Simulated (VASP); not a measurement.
CO2:

```
CELL_PARAMETERS angstrom
-2.02968 2.02968 2.96733
2.02968 -2.02968 2.96733
2.02968 2.02968 -2.96733
ATOMIC_POSITIONS crystal
C 0.00000 0.00000 0.00000
C 0.75000 0.25000 0.50000
O 0.37500 0.27880 0.40380
O 0.72120 0.12500 0.09620
O 0.87500 0.97120 0.59620
O 0.02880 0.62500 0.90380
```

This cell differs from its parent crystal: biaxial xy strain +3.8%.

Base run:

| Item | Value |
| --- | --- |
| Program | VASP 6.6.1 |
| Functional | r2SCAN |
| Potentials or basis | VASP PAW PBE potentials, release 64 (C, O) |
| Cutoff | 520 eV |
| k mesh | 10 × 10 × 10 |
| Occupations | gaussian, width 0.01 eV |
| Spin | no spin polarisation |

Its results: band gap on the k mesh 8.31 eV (least direct gap 8.77 eV); pressure -7.9 GPa; largest force 0.111 eV/Å.

Question: The run is repeated on the same cell with these changes: functional from r2SCAN to PBE; occupations from gaussian, width 0.01 eV to fermi-dirac, width 0.02 eV. What comes out?

Answer: Band gap on the k mesh 7.56 eV (least direct gap 7.98 eV); pressure -1.3 GPa; largest force 0.303 eV/Å.

Caveats: the cell stands under tension (at least some runs); the PAW data sets were made with another functional, which shifts forces and pressure a little (at least some runs).

A k mesh can miss the band edges.
